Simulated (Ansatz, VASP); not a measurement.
**One calculation of SiGe3, two programs**

The input INCAR:

```
SYSTEM = SiGe3
PREC = Accurate
ENCUT = 520
EDIFF = 1E-7
ISMEAR = 0
SIGMA = 0.1
LREAL = .FALSE.
LASPH = .TRUE.
NELM = 80
ALGO = Normal
ISIF = 2
LWAVE = .FALSE.
LCHARG = .TRUE.
GGA = PE
LELF = .TRUE.
LVHAR = .TRUE.
NBANDS = 31
```

KPOINTS

```
Automatic mesh
0
G
  6 6 4
  0 0 0
```

Contents of POSCAR:

```
SiGe3
1.0
    3.7242034000      0.0000000000      0.0000000000
    0.0000000000      3.7242034000      0.0000000000
    0.0000000000      0.0000000000      5.2668189500
Si Ge
1 3
Direct
    0.5000000000      0.5000000000      0.5000000000
    0.0000000000      0.0000000000      0.0000000000
    0.5000000000      0.0000000000      0.7500000000
    0.0000000000      0.5000000000      0.2500000000
```

Input for Ansatz:

```yaml
crystal:
  lattice:
    - [3.7242034, 0.0, 0.0]
    - [0.0, 3.7242034, 0.0]
    - [0.0, 0.0, 5.26681895]
  atoms:
    - { symbol: Si, position: [0.5, 0.5, 0.5] }
    - { symbol: Ge, position: [0.0, 0.0, 0.0] }
    - { symbol: Ge, position: [0.5, 0.0, 0.75] }
    - { symbol: Ge, position: [0.0, 0.5, 0.25] }
basis:
  ecutwfc: 420
kpoints:
  mp_grid: { grid: [6, 6, 4] }
hamiltonian:
  xc: pbe
scf:
  occupations: { method: gaussian, width: 0.1 }
  lower_state_search: "off"
output:
  forces: true
  stress: true
  eigenvalues: true
```

Alike in both runs: task single point; functional PBE; k mesh 6 × 6 × 4; occupations gaussian, width 0.1 eV; no spin polarisation.

|  | VASP | Ansatz |
| --- | --- | --- |
| version | VASP 6.6.1 | Ansatz 0.2.0 |
| potentials or method | VASP PAW PBE potentials, release 64 (Si, Ge_d), cutoff 520 eV | scalar-relativistic, plane waves, PAW |
| valence electrons in the cell | 46 | 46 |

|  | VASP | Ansatz | Ansatz less VASP |
| --- | --- | --- | --- |
| gap on the k mesh at the Fermi level (eV) | 0.26 | 0.25 | -0.005 |
| least direct gap on the mesh (eV) | 0.39 | 0.39 | -0.005 |
| pressure (GPa) | 25.1 | 25.3 | +0.16 |
| traceless stress, the component that is largest in VASP (GPa) | -0.36 | -0.36 | -0.002 |
| rms of the force components (eV/Å) | 0.328 | 0.325 | -0.0026 |

Atom by atom the forces differ by 0.003 eV/Å (rms over components). With one functional, cell and mesh, what is left measures potentials, basis and numerics.
